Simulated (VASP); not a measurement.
# Ca (Im-3m) in VASP: single point with r2SCAN

Aim: the single point of Ca with r2SCAN.

Program: VASP 6.6.1. These are calculated values, not measurements. Logs are shortened: lines on timing, memory, paths and dates and some standing lists are left out, and cuts for length are marked.

### Step 1. The cell of the first run

Symmetry: Im-3m, No. 229, cubic system. Conventional cell: a = 4.480 Å, b = 4.480 Å, c = 4.480 Å, α = 90.00°, β = 90.00°, γ = 90.00°. Ca (site symmetry m-3m) has 14 Ca at 3.88 to 4.48 Å within 5.1 Å.

This isn't the form of Ca at room conditions, which is fcc.

### Step 2. Single point, r2SCAN

File POSCAR:

```
Ca
1.0
   -2.2400000000      2.2400000000      2.2400000000
    2.2400000000     -2.2400000000      2.2400000000
    2.2400000000      2.2400000000     -2.2400000000
Ca
1
Direct
    0.0000000000      0.0000000000      0.0000000000
```

File INCAR.step1:

```
SYSTEM = Ca
  PREC = Accurate
  ENCUT = 550
  ISMEAR = 1
  SIGMA = 0.1
  LREAL = .False.
  LASPH = .True.
  NELM = 120
  NBANDS = 11
  GGA = PE
  ALGO = Normal
  EDIFF = 1E-5
  LWAVE = .True.
  LCHARG = .False.
  GGA_COMPAT = .False.
```

File INCAR.step2:

```
SYSTEM = Ca
  PREC = Accurate
  ENCUT = 550
  EDIFF = 1E-6
  ISMEAR = 1
  SIGMA = 0.1
  LREAL = .False.
  LASPH = .True.
  NELM = 120
  ALGO = Normal
  ISIF = 2
  LWAVE = .False.
  LCHARG = .False.
  METAGGA = R2SCAN
  LMIXTAU = .True.
  NBANDS = 11
  ISTART = 1
  GGA_COMPAT = .False.
```

File KPOINTS:

```
regular mesh
0
Gamma
  6 6 6
  0 0 0
```

Potentials or basis: VASP PAW PBE potentials, release 64 (Ca_sv).

Started as:

```
$ cat potpaw_PBE.64/Ca_sv/POTCAR > POTCAR
$ cp INCAR.step1 INCAR
$ mpirun -np 1 vasp_std > vasp.out
$ cp INCAR.step2 INCAR
$ mpirun -np 1 vasp_std > vasp.out
```

OUTCAR:

```text
SYSTEM = Ca
   PREC = Accurate
   ENCUT = 550
   EDIFF = 1E-6
   ISMEAR = 1
   LREAL = .False.
   LASPH = .True.
   NELM = 120
   ISIF = 2
   METAGGA = R2SCAN
   ISTART = 1

 ion  position               nearest neighbor table
   1  0.000  0.000  0.000-

  LATTYP: Found a body centered cubic cell.
 ALAT       =     4.4800000000

  Lattice vectors:

 A1 = (  -2.2400000000,   2.2400000000,   2.2400000000)
 A2 = (   2.2400000000,  -2.2400000000,   2.2400000000)
 A3 = (   2.2400000000,   2.2400000000,  -2.2400000000)

Analysis of symmetry for initial positions (statically):
=====================================================================
 Subroutine PRICEL returns:
 Original cell was already a primitive cell.

 Routine SETGRP: Setting up the symmetry group for a
 body centered cubic supercell.

 Subroutine GETGRP returns: Found 48 space group operations
 (whereof 48 operations were pure point group operations)
 out of a pool of 48 trial point group operations.

The static configuration has the point symmetry O_h .

Analysis of symmetry for dynamics (positions and initial velocities):
=====================================================================
 Subroutine PRICEL returns:
 Original cell was already a primitive cell.

 Routine SETGRP: Setting up the symmetry group for a
 body centered cubic supercell.

 Subroutine GETGRP returns: Found 48 space group operations
 (whereof 48 operations were pure point group operations)
 out of a pool of 48 trial point group operations.

The dynamic configuration has the point symmetry O_h .

 Subroutine INISYM returns: Found 48 space group operations
 (whereof 48 operations are pure point group operations),
 and found     1 'primitive' translations

----------------------------------------------------------------------------------------

                                     Primitive cell

  volume of cell :      44.9577

  direct lattice vectors                    reciprocal lattice vectors
    -2.240000000  2.240000000  2.240000000     0.000000000  0.223214286  0.223214286
     2.240000000 -2.240000000  2.240000000     0.223214286  0.000000000  0.223214286
     2.240000000  2.240000000 -2.240000000     0.223214286  0.223214286  0.000000000

  length of vectors
     3.879793809  3.879793809  3.879793809     0.315672670  0.315672670  0.315672670

  position of ions in fractional coordinates (direct lattice)
     0.000000000  0.000000000  0.000000000

  ion indices of the primitive-cell ions
   primitive index   ion index
                 1           1

----------------------------------------------------------------------------------------

 KPOINTS: regular mesh

Automatic generation of k-mesh.
 Grid dimensions read from file:
 generate k-points for:    6    6    6

 Generating k-lattice:

  Cartesian coordinates                     Fractional coordinates (reciprocal lattice)
     0.000000000  0.037202381  0.037202381     0.166666667  0.000000000  0.000000000
     0.037202381  0.000000000  0.037202381     0.000000000  0.166666667  0.000000000
     0.037202381  0.037202381  0.000000000     0.000000000  0.000000000  0.166666667

  Length of vectors
     0.052612112  0.052612112  0.052612112

  Shift w.r.t. Gamma in fractional coordinates (k-lattice)
     0.000000000  0.000000000  0.000000000

 Subroutine IBZKPT returns following result:
 ===========================================

 Found     16 irreducible k-points:

 Following reciprocal coordinates:
            Coordinates               Weight
  0.000000  0.000000  0.000000      1.000000
  0.166667  0.000000  0.000000     12.000000
  0.333333  0.000000  0.000000     12.000000
  0.500000  0.000000  0.000000      6.000000
  0.166667  0.166667  0.000000     24.000000
  0.333333  0.166667  0.000000     48.000000
[... 8 lines left out ...]
  0.500000  0.500000  0.333333     12.000000
  0.500000  0.500000  0.500000      1.000000
   k-points           NKPTS =     16   k-points in BZ     NKDIM =     16   number of bands    NBANDS=     11
   number of dos      NEDOS =    301   number of ions     NIONS =      1
   total plane-waves  NPLWV =  27000
   dimension x,y,z NGX =    30 NGY =   30 NGZ =   30
   dimension x,y,z NGXF=    60 NGYF=   60 NGZF=   60
   ions per type =               1
   NGX,Y,Z   is equivalent  to a cutoff of  12.85, 12.85, 12.85 a.u.
   NGXF,Y,Z  is equivalent  to a cutoff of  25.71, 25.71, 25.71 a.u.
 SYSTEM =  Ca
   PREC   = accura    normal or accurate (medium, high low for compatibility)
   ISTART =      1    job   : 0-new  1-cont  2-samecut
   ICHARG =      0    charge: 1-file 2-atom 10-const
   ISPIN  =      1    spin polarized calculation?
   LNONCOLLINEAR =      F non collinear calculations
   LSORBIT =      F    spin-orbit coupling
   LASPH  =      T    aspherical Exc in radial PAW
   ENCUT  =  550.0 eV  40.42 Ry    6.36 a.u.   7.42  7.42  7.42*2*pi/ulx,y,z
   NELM   =    120;   NELMIN=  2; NELMDL=  0     # of ELM steps
   EDIFF  = 0.1E-05   stopping-criterion for ELM
   LREAL  =      F    real-space projection
   EDIFFG = 0.1E-04   stopping-criterion for IOM
   NSW    =      0    number of steps for IOM
   IBRION =     -1    ionic relax: 0-MD 1-quasi-New 2-CG
   NFREE  =      0    steps in history (QN), initial steepest desc. (CG)
   ISIF   =      2    stress and relaxation
   ISYM   =      2    0-nonsym 1-usesym 2-fastsym
   POTIM  = 0.5000    time-step for ionic-motion
   TEBEG  =    0.0;   TEEND  =   0.0 temperature during run
   PSTRESS=    0.0 pullay stress
   NELECT =      10.0000    total number of electrons
   NUPDOWN=      -1.0000    fix difference up-down
   EMIN   =  10.00;   EMAX   =-10.00  energy-range for DOS
   EFERMI =   0.00;   METHOD = LEGACY
   ISMEAR =     1;   SIGMA  =   0.10  broadening in eV -4-tet -1-fermi 0-gaus
   EFERMI_NEDOS =   21; number of points for ismear=-14 and -15
   IALGO  =     38    algorithm
   IMIX   =      4    mixing-type and parameters
     AMIX     =   0.40;   BMIX     =  1.00
     AMIX_MAG =   1.60;   BMIX_MAG =  1.00
  volume/ion in A,a.u.               =      44.96       303.39
  Fermi-wavevector in a.u.,A,eV,Ry     =   0.991913  1.874443 13.386649  0.983891
  Thomas-Fermi vector in A             =   2.123688
   LORBIT       =      0    0 simple, 1 ext, 2 COOP (PROOUT), +10 PAW based schemes
   METAGGA = R2SCAN    functional components
   LHFCALC =     F    Hartree Fock is set to
   AEXX    =    0.0000 exact exchange contribution
   IVDW    =     0    specifies the selected vdW correction
   LEPSILON=     F    determine dielectric tensor
   LRPA    =     F    only Hartree local field effects (RPA)
 non-spin polarized calculation
 Methfessel and Paxton  Order N= 1 SIGMA  =   0.10
  energy-cutoff  :      550.00
  volume of cell :       44.96
 maximum number of plane-waves:      1334
 NGX is ok and might be reduce to    30
   NGX = 15   NGY = 15   NGZ = 15

 number of electron      10.0000002 magnetization

 Free energy of the ion-electron system (eV)
  ---------------------------------------------------
  ext. energy  EPLUGINS =         0.00000000
  ---------------------------------------------------
  free energy    TOTEN  =        -7.01273337 eV

  energy without entropy =       -7.01148767  energy(sigma->0) =       -7.01231813

 E-fermi :   1.8216     XC(G=0):  -8.0168

 val. band max:        1.7814831660   @ k =   0.3333   0.1667   0.1667
 cond. band min:       1.8447743126   @ k =   0.3333   0.1667   0.1667
 fundamental gap:      0.0632911466
 Fermi energy:         1.8215986138

 k-point     1 :       0.0000    0.0000    0.0000
  band No.  band energies     occupation
      1     -42.2034      2.00000
      2     -22.2346      2.00000
      3     -22.2346      2.00000
      4     -22.2346      2.00000
      5      -2.4180      2.00000
      6       4.3605      0.00000
      7       4.3605      0.00000
      8       4.3605      0.00000
      9       5.3950      0.00000
     10       5.3950      0.00000
     11      12.2602      0.00000

 k-point     2 :       0.1667    0.0000    0.0000
  band No.  band energies     occupation
      1     -42.2005      2.00000
      2     -22.2644      2.00000
      3     -22.2446      2.00000
      4     -22.2346      2.00000
      5      -1.9203      2.00000
      6       4.0481      0.00000
      7       4.0743      0.00000
      8       4.7206      0.00000
      9       5.1900      0.00000
     10       5.4101      0.00000
     11      11.1252      0.00000

 k-point     3 :       0.3333    0.0000    0.0000
  band No.  band energies     occupation
      1     -42.1946      2.00000
      2     -22.3231      2.00000
      3     -22.2643      2.00000
      4     -22.2345      2.00000
      5      -0.5578      2.00000
      6       2.9057     -0.00000
      7       3.5872     -0.00000
      8       5.2894      0.00000
      9       5.5357      0.00000
     10       5.6626      0.00000
     11       8.4743      0.00000

 k-point     4 :       0.5000    0.0000    0.0000
  band No.  band energies     occupation
      1     -42.1917      2.00000
      2     -22.3520      2.00000
      3     -22.2742      2.00000
      4     -22.2345      2.00000
      5       0.9661      2.00000
      6       1.6115      2.01139
      7       3.3745     -0.00000
      8       5.3004      0.00000
      9       5.6649      0.00000
     10       6.3885      0.00000
     11       7.3537      0.00000

 k-point     5 :       0.1667    0.1667    0.0000
  band No.  band energies     occupation
      1     -42.1961      2.00000
      2     -22.3043      2.00000
      3     -22.2568      2.00000
      4     -22.2414      2.00000
      5      -0.9844      2.00000
      6       3.3835     -0.00000
      7       3.6320     -0.00000
      8       5.0890      0.00000
      9       5.3788      0.00000
     10       5.5894      0.00000
     11       9.5620      0.00000
[... 99 lines left out ...]
 k-point    13 :      -0.3333    0.5000    0.1667
  band No.  band energies     occupation
      1     -42.1883      2.00000
      2     -22.3294      2.00000
      3     -22.3033      2.00000
      4     -22.2649      2.00000
      5       1.2513      2.00000
      6       2.3403     -0.00000
      7       3.3546     -0.00000
      8       4.9037      0.00000
      9       5.3989      0.00000
     10       6.4283      0.00000
     11       7.3946      0.00000

 k-point    14 :      -0.3333    0.3333    0.3333
  band No.  band energies     occupation
      1     -42.1874      2.00000
      2     -22.3119      2.00000
      3     -22.2972      2.00000
      4     -22.2972      2.00000
      5       0.9086      2.00000
      6       2.6666     -0.00000
      7       4.4294      0.00000
      8       4.4294      0.00000
      9       5.1655      0.00000
     10       5.6699      0.00000
     11       8.5913      0.00000

 k-point    15 :       0.5000    0.5000    0.3333
  band No.  band energies     occupation
      1     -42.1850      2.00000
      2     -22.3275      2.00000
      3     -22.3081      2.00000
      4     -22.2984      2.00000
      5       1.8698      0.27983
      6       2.0528     -0.00514
      7       4.3424      0.00000
      8       4.5993      0.00000
      9       5.7949      0.00000
     10       6.2266      0.00000
     11       6.9485      0.00000

 k-point    16 :       0.5000    0.5000    0.5000
  band No.  band energies     occupation
      1     -42.1828      2.00000
      2     -22.3194      2.00000
      3     -22.3194      2.00000
      4     -22.3194      2.00000
      5       2.0014     -0.02903
      6       2.0014     -0.02903
      7       5.7166      0.00000
      8       5.7166      0.00000
      9       5.7167      0.00000
     10       6.1743      0.00000
     11       6.1743      0.00000

------------------------ aborting loop because EDIFF is reached ----------------------------------------

  FORCE on cell =-STRESS in cart. coord.  units (eV):
  Direction    XX          YY          ZZ          XY          YZ          ZX
  --------------------------------------------------------------------------------------
  -------------------------------------------------------------------------------------
  Total       -0.1356936     -0.1356936     -0.1356936      0.0000000      0.0000000      0.0000000
  in kB       -4.8357723     -4.8357723     -4.8357723      0.0000000      0.0000000      0.0000000
  external PRESSURE =      -4.8357723 kB  Pullay stress =       0.0000000 kB

 VOLUME and BASIS-vectors are now :
 -----------------------------------------------------------------------------
  energy-cutoff  :      550.00
  volume of cell :       44.96
      direct lattice vectors                 reciprocal lattice vectors
    -2.240000000  2.240000000  2.240000000     0.000000000  0.223214286  0.223214286
     2.240000000 -2.240000000  2.240000000     0.223214286  0.000000000  0.223214286
     2.240000000  2.240000000 -2.240000000     0.223214286  0.223214286  0.000000000

 POSITION                                       TOTAL-FORCE (eV/Angst)
 -----------------------------------------------------------------------------------
      0.00000      0.00000      0.00000        -0.000000     -0.000000      0.000000
 -----------------------------------------------------------------------------------
    total drift:                                0.000000     -0.000000      0.000000

  FREE ENERGIE OF THE ION-ELECTRON SYSTEM (eV)
  ---------------------------------------------------
  free  energy   TOTEN  =        -7.0127333668 eV

  energy  without entropy=       -7.0114876670  energy(sigma->0) =       -7.01231813
```

Wall time 47 s (1 thread of AMD EPYC 7R43 (Zen 3), shared host); peak memory 0.13 GiB.

Results:

```
Free energy            : -7.0127 eV
Pressure               : -0.5 GPa
Band gap on the k mesh : zero (bands 5 and 6 overlap by 0.39 eV)
```

Caveat: the PAW data sets were made with another functional, which shifts forces and pressure a little.
